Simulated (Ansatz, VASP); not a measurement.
Given: the input of a run of Ansatz 0.2.0 on MnS.

input.yaml

```yaml
crystal:
  lattice:
    - [0.0, 2.6045, 2.6045]
    - [2.6045, 0.0, 2.6045]
    - [2.6045, 2.6045, 0.0]
  atoms:
    - { symbol: Mn, position: [0.0, 0.0, 0.0], spin: 4.0 }
    - { symbol: S, position: [0.5, 0.5, 0.5] }
kpoints:
  mp_grid: { grid: [9, 9, 9] }
scf:
  occupations: { method: gaussian, width: 0.012 }
hamiltonian:
  xc: pbe
  pseudopotentials: { kind: all_electron, lapw: { basis_error: 0.001 } }
magnetization:
  spin_polarized: true
output:
  forces: true
  stress: true
  eigenvalues: true
```

Potentials or basis: all-electron LAPW, scalar-relativistic.

The run is started by

```bash
$ ansatz run input.yaml --threads 2 --pin off --max-ram 6144MiB --backend cpu --events-out ev --progress --plain --runs-dir out
```

Q: Translate it to VASP 6.6.1. Potentials there: VASP PAW PBE potentials, release 64 (Mn_pv, S).

A: As run (the cutoff follows the program's own potentials):

INCAR

```
SYSTEM = MnS
ALGO     = Normal         ! electronic algorithm
EDIFF    = 1E-6           ! SCF threshold, eV
ENCUT    = 520            ! plane-wave cutoff, eV
GGA      = PE             ! functional
ISIF     = 2              ! what is computed and relaxed
ISMEAR   = 0              ! smearing method
ISPIN    = 2              ! spin polarisation
LASPH    = .TRUE.         ! aspherical terms in the spheres
LCHARG   = .FALSE.        ! write CHGCAR
LMAXMIX  = 4              ! l up to which the mixer works
LORBIT   = 11             ! projections on sites
LREAL    = .FALSE.        ! projectors in reciprocal space
LWAVE    = .FALSE.        ! write WAVECAR
MAGMOM   = 4 0            ! initial moments
NBANDS   = 20             ! bands
NELM     = 150            ! most SCF steps
PREC     = Accurate       ! precision mode
SIGMA    = 0.012          ! smearing width, eV
```

Contents of KPOINTS:

```
k-points
0
G
  9 9 9
  0 0 0
```

File POSCAR:

```
MnS
1.0
    0.0000000000      2.6045000000      2.6045000000
    2.6045000000      0.0000000000      2.6045000000
    2.6045000000      2.6045000000      0.0000000000
Mn S
1 1
Direct
    0.0000000000      0.0000000000      0.0000000000
    0.5000000000      0.5000000000      0.5000000000
```

Potentials or basis: VASP PAW PBE potentials, release 64 (Mn_pv, S).

The run is started by

```console
$ cat potpaw_PBE.64/Mn_pv/POTCAR potpaw_PBE.64/S/POTCAR > POTCAR
$ mpirun -np 1 vasp_std > vasp.out
```

Both were run:

|  | VASP | Ansatz | Ansatz less VASP |
| --- | --- | --- | --- |
| gap on the k mesh at the Fermi level (eV) | none | none | - |
| pressure (GPa) | -2.9 | -2.8 | +0.03 |
| net moment per atom (μB) | 2.36 | 2.36 | 0.000 |
| size of the moment on the site where the two differ most (μB) | 4.26 | 4.44 | +0.175 |

Site moments also hang on the region over which each program counts them. A gap of «none» marks a metal or a gap that the smearing closes. Ansatz ran all-electron here, and VASP with PAW potentials.
